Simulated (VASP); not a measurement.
Wanted: the native input for a VASP 6.6.1 run.

```
Task                   : relaxation of cell and atoms
Functional             : PBEsol
Potentials or basis    : VASP PAW PBE potentials, release 64 (Ru_pv)
Cutoff                 : 600 eV
k mesh                 : 9 × 9 × 5
Occupations            : fermi-dirac, width 0.05 eV
Spin                   : no spin polarisation
Dipole correction      : no
Further INCAR settings : ALGO = Normal; EDIFF = 1e-06; IBRION = 2; EDIFFG = -0.02; NSW = 80; ISIF = 3
```

The structure of Ru lies in POSCAR:

```
Ru
1.0
    2.7058000000      0.0000000000      0.0000000000
   -1.3529000000      2.3432915400      0.0000000000
    0.0000000000      0.0000000000      4.2819000000
Ru
2
Direct
    0.3333333300      0.6666666700      0.2500000000
    0.6666666700      0.3333333300      0.7500000000
```

The input as run:

INCAR

```
ALGO     = Normal         # electronic algorithm
EDIFF    = 1E-6           # SCF threshold, eV
EDIFFG   = -0.02          # ionic threshold
ENCUT    = 600            # plane-wave cutoff, eV
GGA      = PS             # functional
IBRION   = 2              # ionic algorithm
ISIF     = 3              # what is computed and relaxed
ISMEAR   = -1             # smearing method
LASPH    = T              # aspherical terms in the spheres
LCHARG   = F              # write CHGCAR
LREAL    = F              # projectors in reciprocal space
LWAVE    = F              # write WAVECAR
NELM     = 80             # most SCF steps
NSW      = 80             # ionic steps
PREC     = Accurate       # precision mode
SIGMA    = 0.05           # smearing width, eV
```

KPOINTS

```
k-points
0
Gamma
  9 9 5
```

Potentials or basis: VASP PAW PBE potentials, release 64 (Ru_pv).

Run with:

```sh
$ cat potpaw_PBE.64/Ru_pv/POTCAR > POTCAR
$ mpirun -np 1 vasp_std > vasp.out
```

Results of the run:

| Property | Result |
| --- | --- |
| Relaxed volume | 13.31 Å³/atom |
| Relaxed cell | a = 2.688 Å, b = 2.688 Å, c = 4.254 Å, α = 90.00°, β = 90.00°, γ = 120.00° |
| Space group after relaxing (to 0.1 Å) | P6_3/mmc (No. 194) |
| Energy gained by relaxing | 5.6 meV/atom |
| Ionic steps | 6 |
| Pressure after relaxing | -0.1 GPa |
| Band gap on the k mesh | zero (bands 14 and 15 overlap by 3.15 eV) |

Caveat: the PAW data sets were made with another functional, which shifts forces and pressure a little.

It took 29 s on 1 thread of Intel(R) Xeon(R) 6975P-C (Granite Rapids), with other jobs on the host, peak memory 0.17 GiB.
